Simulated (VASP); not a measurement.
# BN (zinc blende) (F-43m) in VASP: a series of runs

Runs on BN (zinc blende). Level: PBEsol. Tasks: single point.

Everything below comes from runs of VASP 6.6.1. Logs are shortened: lines on timing, memory, paths and dates and some standing lists are left out, and cuts for length are marked.

### 1 The cell of the first run

The structure is cubic, space group F-43m (No. 216). The conventional cell has a = 3.399 Å, b = 3.399 Å, c = 3.399 Å, α = 90.00°, β = 90.00°, γ = 90.00°. Within 2.0 Å of B (site symmetry -43m) lie 4 N at 1.47 Å. N (site symmetry -43m) has 4 B at 1.47 Å within 2.0 Å.

### 2 Single point, PBEsol (volume scaled by 0.831)

INCAR

```
PREC     = Accurate       # precision mode
ENCUT    = 520            # plane-wave cutoff, eV
EDIFF    = 1E-6           # SCF threshold, eV
ISMEAR   = 0              # smearing method
SIGMA    = 0.01           # smearing width, eV
LREAL    = False          # projectors in reciprocal space
LASPH    = True           # aspherical terms in the spheres
NELM     = 100            # most SCF steps
ALGO     = Normal         # electronic algorithm
ISIF     = 2              # what is computed and relaxed
LWAVE    = False          # write WAVECAR
LCHARG   = False          # write CHGCAR
GGA      = PS             # functional
NBANDS   = 11             # bands
```

KPOINTS

```
Automatic mesh
0
Gamma
  10 10 10
```

POSCAR

```
BN
1.0
    0.0000000000      1.6994276261      1.6994276261
    1.6994276261      0.0000000000      1.6994276261
    1.6994276261      1.6994276261      0.0000000000
B N
1 1
Direct
    0.0000000000      0.0000000000      0.0000000000
    0.2500000000      0.2500000000      0.2500000000
```

Potentials or basis: VASP PAW PBE potentials, release 64 (B, N).

Started as:

```
$ cat potpaw_PBE.64/B/POTCAR potpaw_PBE.64/N/POTCAR > POTCAR
$ mpirun -np 1 vasp_std > vasp.out
```

OUTCAR:

```text
PREC = Accurate
   ENCUT = 520
   EDIFF = 1E-6
   ISMEAR = 0
   LREAL = False
   LASPH = True
   NELM = 100
   ISIF = 2
   GGA = PS

 ion  position               nearest neighbor table
   1  0.000  0.000  0.000-   2 1.47   2 1.47   2 1.47   2 1.47
   2  0.250  0.250  0.250-   1 1.47   1 1.47   1 1.47   1 1.47

  LATTYP: Found a face centered cubic cell.
 ALAT       =     3.3988552522

  Lattice vectors:

 A1 = (   0.0000000000,   1.6994276261,   1.6994276261)
 A2 = (   1.6994276261,   0.0000000000,   1.6994276261)
 A3 = (   1.6994276261,   1.6994276261,   0.0000000000)

Analysis of symmetry for initial positions (statically):
=====================================================================
 Subroutine PRICEL returns:
 Original cell was already a primitive cell.

 Routine SETGRP: Setting up the symmetry group for a
 face centered cubic supercell.

 Subroutine GETGRP returns: Found 24 space group operations
 (whereof 24 operations were pure point group operations)
 out of a pool of 48 trial point group operations.

The static configuration has the point symmetry T_d .

Analysis of symmetry for dynamics (positions and initial velocities):
=====================================================================
 Subroutine PRICEL returns:
 Original cell was already a primitive cell.

 Routine SETGRP: Setting up the symmetry group for a
 face centered cubic supercell.

 Subroutine GETGRP returns: Found 24 space group operations
 (whereof 24 operations were pure point group operations)
 out of a pool of 48 trial point group operations.

The dynamic configuration has the point symmetry T_d .

 Subroutine INISYM returns: Found 24 space group operations
 (whereof 24 operations are pure point group operations),
 and found     1 'primitive' translations

----------------------------------------------------------------------------------------

                                     Primitive cell

  volume of cell :       9.8161

  direct lattice vectors                    reciprocal lattice vectors
     0.000000000  1.699427626  1.699427626    -0.294216707  0.294216707  0.294216707
     1.699427626  0.000000000  1.699427626     0.294216707 -0.294216707  0.294216707
     1.699427626  1.699427626  0.000000000     0.294216707  0.294216707 -0.294216707

  length of vectors
     2.403353597  2.403353597  2.403353597     0.509598285  0.509598285  0.509598285

  position of ions in fractional coordinates (direct lattice)
     0.000000000  0.000000000  0.000000000
     0.250000000  0.250000000  0.250000000

  ion indices of the primitive-cell ions
   primitive index   ion index
                 1           1
                 2           2

----------------------------------------------------------------------------------------

 KPOINTS: Automatic mesh

Automatic generation of k-mesh.
 Grid dimensions read from file:
 generate k-points for:   10   10   10

 Generating k-lattice:

  Cartesian coordinates                     Fractional coordinates (reciprocal lattice)
    -0.029421671  0.029421671  0.029421671     0.100000000  0.000000000  0.000000000
     0.029421671 -0.029421671  0.029421671     0.000000000  0.100000000  0.000000000
     0.029421671  0.029421671 -0.029421671     0.000000000  0.000000000  0.100000000

  Length of vectors
     0.050959829  0.050959829  0.050959829

  Shift w.r.t. Gamma in fractional coordinates (k-lattice)
     0.000000000  0.000000000  0.000000000

 Subroutine IBZKPT returns following result:
 ===========================================

 Found     47 irreducible k-points:

 Following reciprocal coordinates:
            Coordinates               Weight
  0.000000  0.000000  0.000000      1.000000
  0.100000  0.000000  0.000000      8.000000
  0.200000  0.000000  0.000000      8.000000
  0.300000  0.000000  0.000000      8.000000
  0.400000  0.000000  0.000000      8.000000
  0.500000  0.000000  0.000000      4.000000
[... 16 lines left out ...]
  0.300000  0.300000  0.000000      6.000000
  0.400000  0.300000  0.000000     24.000000
 [... further k-points ...]
   k-points           NKPTS =     47   k-points in BZ     NKDIM =     47   number of bands    NBANDS=     11
   number of dos      NEDOS =    301   number of ions     NIONS =      2
   total plane-waves  NPLWV =   5832
   dimension x,y,z NGX =    18 NGY =   18 NGZ =   18
   dimension x,y,z NGXF=    36 NGYF=   36 NGZF=   36
   ions per type =               1   1
   NGX,Y,Z   is equivalent  to a cutoff of  12.45, 12.45, 12.45 a.u.
   NGXF,Y,Z  is equivalent  to a cutoff of  24.90, 24.90, 24.90 a.u.
 SYSTEM =  unknown system
   PREC   = accura    normal or accurate (medium, high low for compatibility)
   ISTART =      0    job   : 0-new  1-cont  2-samecut
   ICHARG =      2    charge: 1-file 2-atom 10-const
   ISPIN  =      1    spin polarized calculation?
   LNONCOLLINEAR =      F non collinear calculations
   LSORBIT =      F    spin-orbit coupling
   LASPH  =      T    aspherical Exc in radial PAW
   ENCUT  =  520.0 eV  38.22 Ry    6.18 a.u.   4.47  4.47  4.47*2*pi/ulx,y,z
   NELM   =    100;   NELMIN=  2; NELMDL= -5     # of ELM steps
   EDIFF  = 0.1E-05   stopping-criterion for ELM
   LREAL  =      F    real-space projection
   EDIFFG = 0.1E-04   stopping-criterion for IOM
   NSW    =      0    number of steps for IOM
   IBRION =     -1    ionic relax: 0-MD 1-quasi-New 2-CG
   NFREE  =      0    steps in history (QN), initial steepest desc. (CG)
   ISIF   =      2    stress and relaxation
   ISYM   =      2    0-nonsym 1-usesym 2-fastsym
   POTIM  = 0.5000    time-step for ionic-motion
   TEBEG  =    0.0;   TEEND  =   0.0 temperature during run
   PSTRESS=    0.0 pullay stress
   NELECT =       8.0000    total number of electrons
   NUPDOWN=      -1.0000    fix difference up-down
   EMIN   =  10.00;   EMAX   =-10.00  energy-range for DOS
   EFERMI =   0.00;   METHOD = LEGACY
   ISMEAR =     0;   SIGMA  =   0.01  broadening in eV -4-tet -1-fermi 0-gaus
   EFERMI_NEDOS =   21; number of points for ismear=-14 and -15
   IALGO  =     38    algorithm
   IMIX   =      4    mixing-type and parameters
     AMIX     =   0.40;   BMIX     =  1.00
     AMIX_MAG =   1.60;   BMIX_MAG =  1.00
  volume/ion in A,a.u.               =       4.91        33.12
  Fermi-wavevector in a.u.,A,eV,Ry     =   1.529181  2.889733 31.815778  2.338394
  Thomas-Fermi vector in A             =   2.636837
   LORBIT       =      0    0 simple, 1 ext, 2 COOP (PROOUT), +10 PAW based schemes
   GGA     = PS    functional components
   LHFCALC =     F    Hartree Fock is set to
   AEXX    =    0.0000 exact exchange contribution
   IVDW    =     0    specifies the selected vdW correction
   LEPSILON=     F    determine dielectric tensor
   LRPA    =     F    only Hartree local field effects (RPA)
 non-spin polarized calculation
 Gauss-broadening in eV      SIGMA  =   0.01
  energy-cutoff  :      520.00
  volume of cell :        9.82
 maximum number of plane-waves:       275
 NGX is ok and might be reduce to    18
   NGX =  9   NGY =  9   NGZ =  9

 number of electron       8.0000000 magnetization

 Free energy of the ion-electron system (eV)
  ---------------------------------------------------
  ext. energy  EPLUGINS =         0.00000000
  ---------------------------------------------------
  free energy    TOTEN  =       -17.84397354 eV

  energy without entropy =      -17.84397354  energy(sigma->0) =      -17.84397354

 E-fermi :   9.9456     XC(G=0): -13.9425

 val. band max:        9.8208623533   @ k =   0.0000   0.0000   0.0000
 cond. band min:      14.2711086229   @ k =   0.5000   0.5000   0.0000
 fundamental gap:      4.4502462696
 Fermi energy:         9.9456038634

 k-point     1 :       0.0000    0.0000    0.0000
  band No.  band energies     occupation
      1     -12.6999      2.00000
      2       9.8209      2.00000
      3       9.8209      2.00000
      4       9.8209      2.00000
      5      19.4525      0.00000
      6      19.4525      0.00000
      7      19.4525      0.00000
      8      23.2416      0.00000
      9      37.9463      0.00000
     10      39.8920      0.00000
     11      39.8920      0.00000

 k-point     2 :       0.1000    0.0000    0.0000
  band No.  band energies     occupation
      1     -12.4189      2.00000
      2       8.3600      2.00000
      3       9.5060      2.00000
      4       9.5060      2.00000
      5      19.9256      0.00000
      6      19.9256      0.00000
      7      20.0360      0.00000
      8      23.9061      0.00000
      9      36.7735      0.00000
     10      36.7735      0.00000
     11      36.8193      0.00000

 k-point     3 :       0.2000    0.0000    0.0000
  band No.  band energies     occupation
      1     -11.5859      2.00000
      2       5.2366      2.00000
      3       8.8119      2.00000
      4       8.8119      2.00000
      5      20.8686      0.00000
      6      20.8686      0.00000
      7      20.9469      0.00000
      8      25.2903      0.00000
      9      35.1135      0.00000
     10      35.1135      0.00000
     11      35.6377      0.00000

 k-point     4 :       0.3000    0.0000    0.0000
  band No.  band energies     occupation
      1     -10.2474      2.00000
      2       1.8091      2.00000
      3       8.1223      2.00000
      4       8.1223      2.00000
      5      21.4486      0.00000
      6      21.4486      0.00000
      7      21.7253      0.00000
      8      26.2643      0.00000
      9      35.4076      0.00000
     10      35.5809      0.00000
     11      35.5809      0.00000

 k-point     5 :       0.4000    0.0000    0.0000
  band No.  band energies     occupation
      1      -8.5788      2.00000
      2      -1.2363      2.00000
      3       7.6535      2.00000
      4       7.6535      2.00000
      5      21.4972      0.00000
      6      21.4972      0.00000
      7      22.2622      0.00000
      8      26.6563      0.00000
      9      35.7411      0.00000
     10      37.8054      0.00000
     11      37.8054      0.00000
[... 211 lines left out ...]
 k-point    21 :      -0.3000    0.2000    0.0000
  band No.  band energies     occupation
      1      -8.2736      2.00000
      2       0.3623      2.00000
      3       3.9788      2.00000
      4       7.3043      2.00000
      5      20.4398      0.00000
      6      23.2125      0.00000
      7      24.4286      0.00000
      8      27.3157      0.00000
      9      33.7650      0.00000
     10      33.7861      0.00000
     11      40.4933      0.00000

 k-point    22 :      -0.2000    0.2000    0.0000
  band No.  band energies     occupation
      1      -9.8049      2.00000
      2       2.7781      2.00000
      3       4.7338      2.00000
      4       8.2610      2.00000
      5      21.5612      0.00000
      6      22.0110      0.00000
      7      23.0630      0.00000
      8      26.1858      0.00000
      9      32.3770      0.00000
     10      34.3837      0.00000
     11      40.6279      0.00000

 k-point    23 :       0.3000    0.3000    0.0000
  band No.  band energies     occupation
      1      -9.4492      2.00000
      2       4.1508      2.00000
      3       5.3544      2.00000
      4       5.3544      2.00000
      5      16.4029      0.00000
      6      21.6111      0.00000
      7      26.6996      0.00000
      8      26.6996      0.00000
      9      31.4267      0.00000
     10      41.3949      0.00000
     11      44.5309      0.00000

 k-point    24 :       0.4000    0.3000    0.0000
  band No.  band energies     occupation
      1      -8.2237      2.00000
      2       2.2331      2.00000
      3       4.4035      2.00000
      4       4.8713      2.00000
      5      16.2775      0.00000
      6      21.4232      0.00000
      7      27.6976      0.00000
      8      27.8212      0.00000
      9      32.4900      0.00000
     10      41.0000      0.00000
     11      44.6995      0.00000

 [... further k-points ...]
[... 5 lines left out ...]
  --------------------------------------------------------------------------------------
  -------------------------------------------------------------------------------------
  Total        5.8521676      5.8521676      5.8521676      0.0000000      0.0000000     -0.0000000
  in kB      955.1890143    955.1890143    955.1890143      0.0000000      0.0000000     -0.0000000
  external PRESSURE =     955.1890143 kB  Pullay stress =       0.0000000 kB

 VOLUME and BASIS-vectors are now :
 -----------------------------------------------------------------------------
  energy-cutoff  :      520.00
  volume of cell :        9.82
      direct lattice vectors                 reciprocal lattice vectors
     0.000000000  1.699427626  1.699427626    -0.294216707  0.294216707  0.294216707
     1.699427626  0.000000000  1.699427626     0.294216707 -0.294216707  0.294216707
     1.699427626  1.699427626  0.000000000     0.294216707  0.294216707 -0.294216707

 POSITION                                       TOTAL-FORCE (eV/Angst)
 -----------------------------------------------------------------------------------
      0.00000      0.00000      0.00000        -0.000000      0.000000      0.000000
      0.84971      0.84971      0.84971         0.000000     -0.000000     -0.000000
 -----------------------------------------------------------------------------------
    total drift:                                0.000000      0.000000      0.000000

  FREE ENERGIE OF THE ION-ELECTRON SYSTEM (eV)
  ---------------------------------------------------
  free  energy   TOTEN  =       -17.8439735414 eV

  energy  without entropy=      -17.8439735414  energy(sigma->0) =      -17.84397354
```

It took 3.6 s on 1 thread of Intel Xeon Platinum 8488C (Sapphire Rapids), shared host; peak memory 0.11 GiB.

What came out:

```
Free energy            : -17.8440 eV
Pressure               : 95.5 GPa
Band gap on the k mesh : 4.45 eV, indirect (least direct gap 9.63 eV)
```

Levels at points of the mesh, in eV from the valence-band top:
```csv
k point,band 1,band 2,band 3,band 4,band 5,band 6,band 7,band 8,band 9
"(0.00, 0.00, 0.00)",-22.52,0.00,0.00,0.00,9.63,9.63,9.63,13.42,28.13
"(0.50, 0.00, 0.00)",-17.32,-12.61,-2.33,-2.33,11.62,11.62,12.63,16.94,26.14
"(0.50, 0.50, 0.00)",-15.68,-10.28,-5.94,-5.94,4.45,10.10,20.88,20.88,24.10
```

Caveat: the PAW data sets were made with another functional, which shifts forces and pressure a little. A k mesh can miss the band edges.

### 3 Single point, PBEsol (volume scaled by 0.8)

INCAR

```
SYSTEM = BN
PREC = Accurate
ENCUT = 600
EDIFF = 1E-6
ISMEAR = 0
SIGMA = 0.01
LREAL = .False.
LASPH = .True.
NELM = 120
ALGO = Normal
ISIF = 2
LWAVE = .False.
LCHARG = .False.
GGA = PS
NBANDS = 11
GGA_COMPAT = .False.
```

KPOINTS

```
regular mesh
0
Gamma
  10 10 10
  0 0 0
```

POSCAR

```
BN
1.0
    0.0000000000      1.6780271951      1.6780271951
    1.6780271951      0.0000000000      1.6780271951
    1.6780271951      1.6780271951      0.0000000000
B N
1 1
Direct
    0.0000000000      0.0000000000      0.0000000000
    0.2500000000      0.2500000000      0.2500000000
```

Potentials or basis: VASP PAW PBE potentials, release 64 (B, N).

Started as:

```
$ cat potpaw_PBE.64/B/POTCAR potpaw_PBE.64/N/POTCAR > POTCAR
$ mpirun -np 1 vasp_std > vasp.out
```

It took 4.2 s on 1 thread of Intel Xeon 6975P-C, shared host; peak memory 0.12 GiB.

It converged, with:

```
Free energy            : -17.5969 eV
Pressure               : 123.6 GPa
Band gap on the k mesh : 4.48 eV, indirect (least direct gap 9.81 eV)
```

Levels at points of the mesh, in eV from the valence-band top:
```csv
k point,band 1,band 2,band 3,band 4,band 5,band 6,band 7,band 8
"(0.00, 0.00, 0.00)",-23.03,0.00,0.00,0.00,9.81,9.81,9.81,14.11
"(0.50, 0.00, 0.00)",-17.63,-13.02,-2.42,-2.42,11.82,11.82,13.18,17.33
"(0.50, 0.50, 0.00)",-15.93,-10.58,-6.16,-6.16,4.48,10.31,21.55,21.55
```

Caveat: the PAW data sets were made with another functional, which shifts forces and pressure a little.

### 4 Single point, PBEsol (volume scaled by 0.771)

INCAR

```
PREC     = Accurate       # precision mode
ENCUT    = 600            # plane-wave cutoff, eV
EDIFF    = 1E-6           # SCF threshold, eV
ISMEAR   = 0              # smearing method
SIGMA    = 0.01           # smearing width, eV
LREAL    = False          # projectors in reciprocal space
LASPH    = True           # aspherical terms in the spheres
NELM     = 120            # most SCF steps
ALGO     = Normal         # electronic algorithm
ISIF     = 2              # what is computed and relaxed
LWAVE    = False          # write WAVECAR
LCHARG   = False          # write CHGCAR
GGA      = PS             # functional
NBANDS   = 11             # bands
GGA_COMPAT= False
```

KPOINTS

```
regular mesh
0
Gamma
  10 10 10
```

POSCAR

```
BN
1.0
    0.0000000000      1.6575009730      1.6575009730
    1.6575009730      0.0000000000      1.6575009730
    1.6575009730      1.6575009730      0.0000000000
B N
1 1
Direct
    0.0000000000      0.0000000000      0.0000000000
    0.2500000000      0.2500000000      0.2500000000
```

Started as:

```
$ cat potpaw_PBE.64/B/POTCAR potpaw_PBE.64/N/POTCAR > POTCAR
$ mpirun -np 1 vasp_std > vasp.out
```

Run time: 5.5 s. Hardware: 1 thread of Intel Xeon 6975P-C, shared host; peak memory 0.12 GiB.

Results (log left out):

| Quantity | Value |
| --- | --- |
| Free energy | -17.2988 eV |
| Pressure | 154.5 GPa |
| Band gap on the k mesh | 4.51 eV, indirect (least direct gap 9.99 eV) |

Levels at points of the mesh, in eV from the valence-band top:
```tsv
k point	band 1	band 2	band 3	band 4	band 5	band 6	band 7	band 8
(0.00, 0.00, 0.00)	-23.53	0.00	0.00	0.00	9.99	9.99	9.99	14.80
(0.50, 0.00, 0.00)	-17.94	-13.42	-2.50	-2.50	12.02	12.02	13.73	17.70
(0.50, 0.50, 0.00)	-16.18	-10.88	-6.39	-6.39	4.51	10.51	22.21	22.21
```

Caveat: the PAW data sets were made with another functional, which shifts forces and pressure a little.

(Part 1 of 2 ends here.)
